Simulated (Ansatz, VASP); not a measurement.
**Two plane-wave programs on AlGa2N3**

```
Al Ga N
1.0
     3.18464    0.00000    0.00000
     0.00000   -6.36928    0.00000
    -1.59232    1.59232   -6.73581
Al Ga N
2 4 6
Direct
  0.50000 0.75000 0.00000
  0.50000 0.25000 0.00000
  0.16461 0.58230 0.32922
  0.16461 0.08230 0.32922
  0.83539 0.91770 0.67078
  0.83539 0.41770 0.67078
  0.07848 0.78924 0.15697
  0.07848 0.28924 0.15697
  0.42152 0.96076 0.84303
  0.42152 0.46076 0.84303
  0.75000 0.62500 0.50000
  0.75000 0.12500 0.50000
```

Alike in both runs: task single point; functional PBE; k mesh 4 × 2 × 4; occupations gaussian, width 0.1 eV; no spin polarisation.

|  | VASP | Ansatz |
| --- | --- | --- |
| version | VASP 6.6.1 | Ansatz 0.2.0 |
| potentials or method | VASP PAW PBE potentials, release 64 (Al, Ga_d, N), cutoff 520 eV | scalar-relativistic, plane waves, PAW |
| valence electrons in the cell | 88 | 88 |

```tsv
	VASP	Ansatz	Ansatz less VASP
gap on the k mesh at the Fermi level (eV)	2.24	2.24	-0.006
least direct gap on the mesh (eV)	2.24	2.24	-0.006
pressure (GPa)	-0.1	0.0	+0.03
traceless stress, the component that is largest in VASP (GPa)	-0.37	-0.38	-0.007
rms of the force components (eV/Å)	0.013	0.006	-0.0073
```

Atom by atom the forces differ by 0.008 eV/Å (rms over components).

The k mesh is coarse, so the values compare programs but aren't converged.
